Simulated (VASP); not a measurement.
# Ti (P6_3/mmc) in VASP: notebook

Ti is run at these levels: r2SCAN; tasks: single point.

Everything below comes from runs of VASP 6.6.1. Logs are shortened: lines on timing, memory, paths and dates and some standing lists are left out, and cuts for length are marked.

## Step 1: The cell of the first run

Symmetry: P6_3/mmc, No. 194, hexagonal system. Conventional cell: a = 4.594 Å, b = 4.594 Å, c = 4.215 Å, α = 90.00°, β = 90.00°, γ = 120.00°. Ti (site symmetry -6m2) has 5 Ti at 2.11 to 2.65 Å within 2.8 Å. Within 3.5 Å of Ti (site symmetry -6m2) lie 15 Ti at 2.65 to 3.39 Å.

## Step 2: Single point, r2SCAN

The input, POSCAR:

```
Ti
1.0
    4.5938815060      0.0000000000      0.0000000000
   -2.2969407530      3.9784180862      0.0000000000
    0.0000000000      0.0000000000      4.2154678526
Ti
4
Direct
    0.0000000000      0.0000000000      0.2500000000
    0.0000000000      0.0000000000      0.7500000000
    0.3333333333      0.6666666667      0.7500000000
    0.6666666667      0.3333333333      0.2500000000
```

The input, INCAR.step1:

```
  ALGO = Normal
  EDIFF = 1E-4
  ENCUT = 520
  GGA = PE
  ISMEAR = 0
  LASPH = True
  LCHARG = False
  LREAL = False
  LWAVE = True
  NBANDS = 32
  NELM = 100
  PREC = Accurate
  SIGMA = 0.1
```

The input, INCAR.step2:

```
  ALGO = Normal
  EDIFF = 1E-6
  ENCUT = 520
  ISIF = 2
  ISMEAR = 0
  ISTART = 1
  LASPH = True
  LCHARG = True
  LELF = True
  LMIXTAU = True
  LREAL = False
  LVHAR = True
  LWAVE = False
  METAGGA = R2SCAN
  NBANDS = 32
  NELM = 100
  PREC = Accurate
  SIGMA = 0.1
```

The input, KPOINTS:

```
k-points
0
Gamma
  12 12 12
```

Potentials or basis: VASP PAW PBE potentials, release 64 (Ti_sv).

Run with:

```bash
cat potpaw_PBE.64/Ti_sv/POTCAR > POTCAR
cp INCAR.step1 INCAR
mpirun -np 1 vasp_std > vasp.out
cp INCAR.step2 INCAR
mpirun -np 1 vasp_std > vasp.out
```

OUTCAR:

```text
EDIFF = 1E-6
   ENCUT = 520
   ISIF = 2
   ISMEAR = 0
   ISTART = 1
   LASPH = True
   LREAL = False
   METAGGA = R2SCAN
   NELM = 100
   PREC = Accurate

 ion  position               nearest neighbor table
   1  0.000  0.000  0.250-   2 2.11   2 2.11   4 2.65   4 2.65   4 2.65
   2  0.000  0.000  0.750-   1 2.11   1 2.11   3 2.65   3 2.65   3 2.65
   3  0.333  0.667  0.750-   2 2.65   2 2.65   2 2.65
   4  0.667  0.333  0.250-   1 2.65   1 2.65   1 2.65

  LATTYP: Found a hexagonal cell.
 ALAT       =     4.5938815060
 C/A-ratio  =     0.9176265968

  Lattice vectors:

 A1 = (   4.5938815060,   0.0000000000,   0.0000000000)
 A2 = (  -2.2969407530,   3.9784180862,   0.0000000000)
 A3 = (   0.0000000000,   0.0000000000,   4.2154678526)

Analysis of symmetry for initial positions (statically):
=====================================================================
 Subroutine PRICEL returns:
 Original cell was already a primitive cell.

 Routine SETGRP: Setting up the symmetry group for a
 hexagonal supercell.

 Subroutine GETGRP returns: Found 24 space group operations
 (whereof 12 operations were pure point group operations)
 out of a pool of 24 trial point group operations.

The static configuration has the point symmetry D_3d.
 The point group associated with its full space group is D_6h.

Analysis of symmetry for dynamics (positions and initial velocities):
=====================================================================
 Subroutine PRICEL returns:
 Original cell was already a primitive cell.

 Routine SETGRP: Setting up the symmetry group for a
 hexagonal supercell.

 Subroutine GETGRP returns: Found 24 space group operations
 (whereof 12 operations were pure point group operations)
 out of a pool of 24 trial point group operations.

The dynamic configuration has the point symmetry D_3d.
 The point group associated with its full space group is D_6h.

 Subroutine INISYM returns: Found 24 space group operations
 (whereof 12 operations are pure point group operations),
 and found     1 'primitive' translations

----------------------------------------------------------------------------------------

                                     Primitive cell

  volume of cell :      77.0435

  direct lattice vectors                    reciprocal lattice vectors
     4.593881506  0.000000000  0.000000000     0.217680843  0.125678093  0.000000000
    -2.296940753  3.978418086  0.000000000     0.000000000  0.251356187  0.000000000
     0.000000000  0.000000000  4.215467853     0.000000000  0.000000000  0.237221593

  length of vectors
     4.593881506  4.593881506  4.215467853     0.251356187  0.251356187  0.237221593

  position of ions in fractional coordinates (direct lattice)
     0.000000000  0.000000000  0.250000000
     0.000000000  0.000000000  0.750000000
     0.333333333  0.666666667  0.750000000
     0.666666667  0.333333333  0.250000000

  ion indices of the primitive-cell ions
   primitive index   ion index
                 1           1
                 2           2
                 3           3
                 4           4

----------------------------------------------------------------------------------------

 KPOINTS: k-points

Automatic generation of k-mesh.
 Grid dimensions read from file:
 generate k-points for:   12   12   12

 Generating k-lattice:

  Cartesian coordinates                     Fractional coordinates (reciprocal lattice)
     0.018140070  0.010473174  0.000000000     0.083333333 -0.000000000  0.000000000
     0.000000000  0.020946349  0.000000000     0.000000000  0.083333333  0.000000000
     0.000000000  0.000000000  0.019768466     0.000000000  0.000000000  0.083333333

  Length of vectors
     0.020946349  0.020946349  0.019768466

  Shift w.r.t. Gamma in fractional coordinates (k-lattice)
     0.000000000  0.000000000  0.000000000

 Subroutine IBZKPT returns following result:
 ===========================================

 Found    133 irreducible k-points:

 Following reciprocal coordinates:
            Coordinates               Weight
  0.000000  0.000000  0.000000      1.000000
  0.083333 -0.000000  0.000000      6.000000
  0.166667 -0.000000  0.000000      6.000000
  0.250000 -0.000000  0.000000      6.000000
  0.333333  0.000000  0.000000      6.000000
  0.416667 -0.000000  0.000000      6.000000
[... 16 lines left out ...]
  0.250000 -0.000000  0.083333     12.000000
  0.333333  0.000000  0.083333     12.000000
 [... further k-points ...]
   k-points           NKPTS =    133   k-points in BZ     NKDIM =    133   number of bands    NBANDS=     32
   number of dos      NEDOS =    301   number of ions     NIONS =      4
   total plane-waves  NPLWV =  41472
   dimension x,y,z NGX =    36 NGY =   36 NGZ =   32
   dimension x,y,z NGXF=    72 NGYF=   72 NGZF=   64
   ions per type =               4
   NGX,Y,Z   is equivalent  to a cutoff of  13.03, 13.03, 12.62 a.u.
   NGXF,Y,Z  is equivalent  to a cutoff of  26.06, 26.06, 25.24 a.u.
 SYSTEM =  unknown system
   PREC   = accura    normal or accurate (medium, high low for compatibility)
   ISTART =      1    job   : 0-new  1-cont  2-samecut
   ICHARG =      0    charge: 1-file 2-atom 10-const
   ISPIN  =      1    spin polarized calculation?
   LNONCOLLINEAR =      F non collinear calculations
   LSORBIT =      F    spin-orbit coupling
   LASPH  =      T    aspherical Exc in radial PAW
   ENCUT  =  520.0 eV  38.22 Ry    6.18 a.u.   8.54  8.54  7.84*2*pi/ulx,y,z
   NELM   =    100;   NELMIN=  2; NELMDL=  0     # of ELM steps
   EDIFF  = 0.1E-05   stopping-criterion for ELM
   LREAL  =      F    real-space projection
   EDIFFG = 0.1E-04   stopping-criterion for IOM
   NSW    =      0    number of steps for IOM
   IBRION =     -1    ionic relax: 0-MD 1-quasi-New 2-CG
   NFREE  =      0    steps in history (QN), initial steepest desc. (CG)
   ISIF   =      2    stress and relaxation
   ISYM   =      2    0-nonsym 1-usesym 2-fastsym
   POTIM  = 0.5000    time-step for ionic-motion
   TEBEG  =    0.0;   TEEND  =   0.0 temperature during run
   PSTRESS=    0.0 pullay stress
   NELECT =      48.0000    total number of electrons
   NUPDOWN=      -1.0000    fix difference up-down
   EMIN   =  10.00;   EMAX   =-10.00  energy-range for DOS
   EFERMI =   0.00;   METHOD = LEGACY
   ISMEAR =     0;   SIGMA  =   0.10  broadening in eV -4-tet -1-fermi 0-gaus
   EFERMI_NEDOS =   21; number of points for ismear=-14 and -15
   IALGO  =     38    algorithm
   IMIX   =      4    mixing-type and parameters
     AMIX     =   0.40;   BMIX     =  1.00
     AMIX_MAG =   1.60;   BMIX_MAG =  1.00
  volume/ion in A,a.u.               =      19.26       129.98
  Fermi-wavevector in a.u.,A,eV,Ry     =   1.398223  2.642259 26.599782  1.955029
  Thomas-Fermi vector in A             =   2.521403
   LORBIT       =      0    0 simple, 1 ext, 2 COOP (PROOUT), +10 PAW based schemes
   METAGGA = R2SCAN    functional components
   LHFCALC =     F    Hartree Fock is set to
   AEXX    =    0.0000 exact exchange contribution
   IVDW    =     0    specifies the selected vdW correction
   LEPSILON=     F    determine dielectric tensor
   LRPA    =     F    only Hartree local field effects (RPA)
 non-spin polarized calculation
 Gauss-broadening in eV      SIGMA  =   0.10
  energy-cutoff  :      520.00
  volume of cell :       77.04
 maximum number of plane-waves:      2104
 NGX is ok and might be reduce to    36
   NGX = 17   NGY = 17   NGZ = 15

 number of electron      47.9999972 magnetization

 Free energy of the ion-electron system (eV)
  ---------------------------------------------------
  ext. energy  EPLUGINS =         0.00000000
  ---------------------------------------------------
  free energy    TOTEN  =       -47.59875591 eV

  energy without entropy =      -47.57270160  energy(sigma->0) =      -47.58572876

 E-fermi :   6.9412     XC(G=0): -11.6856

 val. band max:        6.9390305743   @ k =   0.3333   0.0000   0.2500
 cond. band min:       6.9417775241   @ k =   0.2500   0.2500   0.0000
 fundamental gap:      0.0027469497
 Fermi energy:         6.9412419141

 k-point     1 :       0.0000    0.0000    0.0000
  band No.  band energies     occupation
      1     -52.5681      2.00000
      2     -52.5418      2.00000
      3     -51.7776      2.00000
      4     -50.7284      2.00000
      5     -28.9373      2.00000
      6     -27.8060      2.00000
[... 24 lines left out ...]
     31       9.4300      0.00000
     32       9.4300      0.00000

 k-point     2 :       0.0833   -0.0000    0.0000
  band No.  band energies     occupation
      1     -52.5672      2.00000
      2     -52.5419      2.00000
      3     -51.7784      2.00000
      4     -50.7286      2.00000
      5     -28.9366      2.00000
      6     -27.8108      2.00000
[... 24 lines left out ...]
     31       8.9031      0.00000
     32       9.4154      0.00000

 k-point     3 :       0.1667   -0.0000    0.0000
  band No.  band energies     occupation
      1     -52.5646      2.00000
      2     -52.5422      2.00000
      3     -51.7803      2.00000
      4     -50.7293      2.00000
      5     -28.9350      2.00000
      6     -27.8316      2.00000
[... 24 lines left out ...]
     31       8.4808      0.00000
     32       9.3708      0.00000

 k-point     4 :       0.2500   -0.0000    0.0000
  band No.  band energies     occupation
      1     -52.5609      2.00000
      2     -52.5428      2.00000
      3     -51.7830      2.00000
      4     -50.7301      2.00000
      5     -28.9326      2.00000
      6     -27.8510      2.00000
[... 24 lines left out ...]
     31       8.3676      0.00000
     32       9.2949      0.00000

 k-point     5 :       0.3333    0.0000    0.0000
  band No.  band energies     occupation
      1     -52.5568      2.00000
      2     -52.5438      2.00000
      3     -51.7858      2.00000
      4     -50.7310      2.00000
      5     -28.9303      2.00000
      6     -27.8669      2.00000
[... 584 lines left out ...]
     31       8.8894      0.00000
     32       9.4367      0.00000

 k-point    22 :       0.1667   -0.0000    0.0833
  band No.  band energies     occupation
      1     -52.5641      2.00000
      2     -52.5425      2.00000
      3     -51.7643      2.00000
      4     -50.7493      2.00000
      5     -28.8669      2.00000
      6     -27.8298      2.00000
[... 24 lines left out ...]
     31       8.5131      0.00000
     32       9.3972      0.00000

 k-point    23 :       0.2500   -0.0000    0.0833
  band No.  band energies     occupation
      1     -52.5605      2.00000
      2     -52.5430      2.00000
      3     -51.7669      2.00000
      4     -50.7501      2.00000
      5     -28.8645      2.00000
      6     -27.8487      2.00000
[... 24 lines left out ...]
     31       8.4149      0.00000
     32       9.3354      0.00000

 k-point    24 :       0.3333    0.0000    0.0833
  band No.  band energies     occupation
      1     -52.5565      2.00000
      2     -52.5439      2.00000
      3     -51.7696      2.00000
      4     -50.7510      2.00000
      5     -28.8621      2.00000
      6     -27.8642      2.00000
[... 24 lines left out ...]
     31       8.5613      0.00000
     32       9.2693      0.00000

 [... further k-points ...]

------------------------ aborting loop because EDIFF is reached ----------------------------------------

  FORCE on cell =-STRESS in cart. coord.  units (eV):
  Direction    XX          YY          ZZ          XY          YZ          ZX
  --------------------------------------------------------------------------------------
  -------------------------------------------------------------------------------------
  Total        0.1089464      0.1089464      0.7538585      0.0000000     -0.0000000      0.0000000
  in kB        2.2656216      2.2656216     15.6770526      0.0000000     -0.0000000      0.0000000
  external PRESSURE =       6.7360986 kB  Pullay stress =       0.0000000 kB

 VOLUME and BASIS-vectors are now :
 -----------------------------------------------------------------------------
  energy-cutoff  :      520.00
  volume of cell :       77.04
      direct lattice vectors                 reciprocal lattice vectors
     4.593881506  0.000000000  0.000000000     0.217680843  0.125678093  0.000000000
    -2.296940753  3.978418086  0.000000000     0.000000000  0.251356187  0.000000000
     0.000000000  0.000000000  4.215467853     0.000000000  0.000000000  0.237221593

 POSITION                                       TOTAL-FORCE (eV/Angst)
 -----------------------------------------------------------------------------------
      0.00000      0.00000      1.05387         0.000000     -0.000000     -0.000000
      0.00000      0.00000      3.16160        -0.000000     -0.000000     -0.000000
     -0.00000      2.65228      3.16160         0.000000     -0.000000      0.000000
      2.29694      1.32614      1.05387        -0.000000      0.000000     -0.000000
 -----------------------------------------------------------------------------------
    total drift:                               -0.000000      0.000000     -0.000000

  FREE ENERGIE OF THE ION-ELECTRON SYSTEM (eV)
  ---------------------------------------------------
  free  energy   TOTEN  =       -47.5987559109 eV

  energy  without entropy=      -47.5727016028  energy(sigma->0) =      -47.58572876
```

It took 14 min on 1 thread of Intel Xeon Platinum 8124M at 3.00GHz (Skylake/Cascade Lake), shared host; peak memory 0.37 GiB.

Results:

```
Free energy            : -47.5988 eV
Pressure               : 0.7 GPa
Band gap on the k mesh : zero (bands 24 and 25 overlap by 1.01 eV)
```

Stress tensor (GPa, compression positive):
```
0.23 0.00 0.00
0.00 0.23 0.00
0.00 0.00 1.57
```

Levels at points of the mesh, in eV from the Fermi level:
| k point | band 21 | band 22 | band 23 | band 24 | band 25 | band 26 | band 27 | band 28 |
| --- | --- | --- | --- | --- | --- | --- | --- | --- |
| (0.00, 0.00, 0.00) | -1.15 | -0.55 | -0.55 | -0.18 | -0.18 | 0.43 | 0.43 | 1.15 |
| (0.50, 0.00, 0.00) | -1.90 | -1.45 | -0.49 | -0.02 | 0.35 | 0.38 | 0.46 | 1.30 |
| (0.00, 0.00, 0.50) | -1.16 | -1.16 | 0.58 | 0.58 | 0.58 | 0.58 | 1.55 | 1.55 |
| (0.50, 0.00, 0.50) | -0.93 | -0.93 | -0.41 | -0.41 | -0.01 | -0.01 | 1.29 | 1.29 |

Caveat: the PAW data sets were made with another functional, which shifts forces and pressure a little.

(Continued in part 2 of 2.)
